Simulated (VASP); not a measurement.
Write the native input for VASP 6.6.1 that does the following.

| Property | Result |
| --- | --- |
| Task | single point |
| Functional | r2SCAN |
| Potentials or basis | VASP PAW PBE potentials, release 64 (Ag, Cl) |
| Cutoff | 520 eV |
| k mesh | 8 × 8 × 8 |
| Occupations | gaussian, width 0.05 eV |
| Spin | no spin polarisation |
| Dipole correction | no |
| Further INCAR settings | ALGO = Normal; EDIFF = 1e-06; NBANDS = 16 |

Crystal: AgCl.

```
Ag Cl
1.0
     0.00000    2.77315    2.77315
     2.77315    0.00000    2.77315
     2.77315    2.77315    0.00000
Ag Cl
1 1
Direct
  0.50000 0.50000 0.50000
  0.00000 0.00000 0.00000
```

One way to write it, as run:

POSCAR

```
AgCl
1.0
    0.0000000000      2.7731500000      2.7731500000
    2.7731500000      0.0000000000      2.7731500000
    2.7731500000      2.7731500000      0.0000000000
Ag Cl
1 1
Direct
    0.5000000000      0.5000000000      0.5000000000
    0.0000000000      0.0000000000      0.0000000000
```

INCAR.step1

```
PREC = Accurate
ENCUT = 520
ISMEAR = 0
SIGMA = 0.05
LREAL = F
LASPH = T
NELM = 60
NBANDS = 16
GGA = PE
ALGO = Normal
EDIFF = 1E-4
LWAVE = T
LCHARG = F
```

INCAR.step2

```
PREC = Accurate
ENCUT = 520
EDIFF = 1E-6
ISMEAR = 0
SIGMA = 0.05
LREAL = F
LASPH = T
NELM = 60
ALGO = Normal
ISIF = 2
LWAVE = F
LCHARG = F
METAGGA = R2SCAN
LMIXTAU = T
NBANDS = 16
ISTART = 1
```

KPOINTS

```
Automatic mesh
0
Gamma
  8 8 8
```

Potentials or basis: VASP PAW PBE potentials, release 64 (Ag, Cl).

Launch:

```bash
$ cat potpaw_PBE.64/Ag/POTCAR potpaw_PBE.64/Cl/POTCAR > POTCAR
$ cp INCAR.step1 INCAR
$ mpirun -np 1 vasp_std > vasp.out
$ cp INCAR.step2 INCAR
$ mpirun -np 1 vasp_std > vasp.out
```

It gave:

| Quantity | Value |
| --- | --- |
| Pressure | -0.1 GPa |
| Band gap on the k mesh | 1.42 eV, indirect (least direct gap 3.70 eV) |

Caveat: the PAW data sets were made with another functional, which shifts forces and pressure a little.

Wall time 3.2 min on 1 thread of AMD EPYC 7R13, with other jobs on the host, peak memory 0.15 GiB.
